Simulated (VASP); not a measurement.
SiMo12, 13 atoms in the cell. The cell holds a slab with vacuum, 13 atoms: a = 5.474 Å, b = 5.474 Å, c = 19.808 Å, α = 90.00°, β = 90.00°, γ = 109.47°. 

* Program: VASP 6.6.1
* Task: single point
* Functional: PBE
* Potentials or basis: VASP PAW PBE potentials, release 64 (Mo_sv, Si)
* Cutoff: 520 eV
* k mesh: 5 × 5 × 1
* Occupations: gaussian, width 0.1 eV
* Spin: no spin polarisation
* Dipole correction: yes
* Further INCAR settings: ALGO = Normal; EDIFF = 1e-06; NBANDS = 98

Potentials or basis: VASP PAW PBE potentials, release 64 (Mo_sv, Si).

The run is started by

```bash
$ cat potpaw_PBE.64/Mo_sv/POTCAR potpaw_PBE.64/Si/POTCAR > POTCAR
$ mpirun -np 1 vasp_std > vasp.out
```

Hardware: 1 thread of AMD EPYC 7R13 Processor (Zen 3), on a shared host.

Estimate the wall time of this run.

Run time: 16 min on 1 thread of AMD EPYC 7R13 Processor (Zen 3) (shared host), peak memory 0.72 GiB. Counts: scf iterations 34, k points 9.
